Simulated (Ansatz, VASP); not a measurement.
## Two plane-wave programs on SiO2

File INCAR:

```
PREC = Accurate ; ENCUT = 520
EDIFF = 1E-6 ; ISMEAR = 0
SIGMA = 0.02 ; LREAL = False
LASPH = True ; NELM = 80
ALGO = Normal ; ISIF = 2
LWAVE = False ; LCHARG = False
NBANDS = 44
```

KPOINTS

```
Automatic mesh
0
Gamma
  6 6 6
```

File POSCAR:

```
SiO2
1.0
   -2.6150634109      4.7378720444      4.4366928288
    2.6150634109     -4.7378720444      4.4366928288
    2.6150634109      4.7378720444     -4.4366928288
Si O
4 8
Direct
    0.9275554307      0.8441015156      0.0834539151
    0.7393523996      0.1558984844      0.5834539151
    0.0724445693      0.1558984844      0.9165460849
    0.2606476004      0.8441015156      0.4165460849
    0.1278353151      0.8778353151      0.2500000000
    0.8721646849      0.1221646849      0.7500000000
    0.7902924887      0.5000000000      0.7902924887
    0.2097075113      0.0000000000      0.7097075113
    0.2097075113      0.5000000000      0.2097075113
    0.7902924887      0.0000000000      0.2902924887
    0.0000000000      0.0000000000      0.0000000000
    0.5000000000      0.0000000000      0.5000000000
```

Input for Ansatz:

```yaml
crystal:
  lattice:
    - [-2.6150634384, 4.7378721332, 4.4366927626]
    - [2.6150634384, -4.7378721332, 4.4366927626]
    - [2.6150634384, 4.7378721332, -4.4366927626]
  atoms:
    - { symbol: Si, position: [0.9275554424, 0.844101521, 0.0834539215] }
    - { symbol: Si, position: [0.7393524005, 0.155898479, 0.5834539215] }
    - { symbol: Si, position: [0.0724445576, 0.155898479, 0.9165460785] }
    - { symbol: Si, position: [0.2606475995, 0.844101521, 0.4165460785] }
    - { symbol: O, position: [0.1278353228, 0.8778353228, 0.25] }
    - { symbol: O, position: [0.8721646772, 0.1221646772, 0.75] }
    - { symbol: O, position: [0.7902925021, 0.5, 0.7902925021] }
    - { symbol: O, position: [0.2097074979, 0.0, 0.7097074979] }
    - { symbol: O, position: [0.2097074979, 0.5, 0.2097074979] }
    - { symbol: O, position: [0.7902925021, 0.0, 0.2902925021] }
    - { symbol: O, position: [0.0, 0.0, 0.0] }
    - { symbol: O, position: [0.5, 0.0, 0.5] }
basis:
  ecutwfc: 420
kpoints:
  mp_grid: { grid: [6, 6, 6] }
  band_path: { path: [VBM, CBM], npoints: 2 }
hamiltonian:
  xc: lda
scf:
  occupations: { method: gaussian, width: 0.02 }
output:
  forces: true
  stress: true
  eigenvalues: true
checkpoint:
  read: start.run
  write: ck
  compress: false
  write_wavefunctions: false
  write_every: 100000
```

Alike in both runs: task single point; functional LDA; k mesh 6 × 6 × 6; occupations gaussian, width 0.02 eV; no spin polarisation.

|  | VASP | Ansatz |
| --- | --- | --- |
| version | VASP 6.6.1 | Ansatz 0.2.0 |
| potentials or method | VASP PAW LDA potentials, release 64 (Si, O), cutoff 520 eV | scalar-relativistic, plane waves, PAW |
| valence electrons in the cell | 64 | 64 |

Ansatz gave:

| Property | Result |
| --- | --- |
| gap on the k mesh at the Fermi level (eV) | 5.43 |
| least direct gap on the mesh (eV) | 5.43 |
| pressure (GPa) | 0.0 |
| traceless stress, the component that is largest in VASP (GPa) | 0.02 |
| rms of the force components (eV/Å) | 0.002 |

Estimate VASP's values.

gap on the k mesh at the Fermi level (eV): 5.42; least direct gap on the mesh (eV): 5.42; pressure (GPa): 0.4; traceless stress, the component that is largest in VASP (GPa): 0.07; rms of the force components (eV/Å): 0.019.

LDA's correlation is that of Perdew and Zunger in VASP and of Perdew and Wang (1992) in Ansatz. Atom by atom the forces differ by 0.018 eV/Å (rms over components).
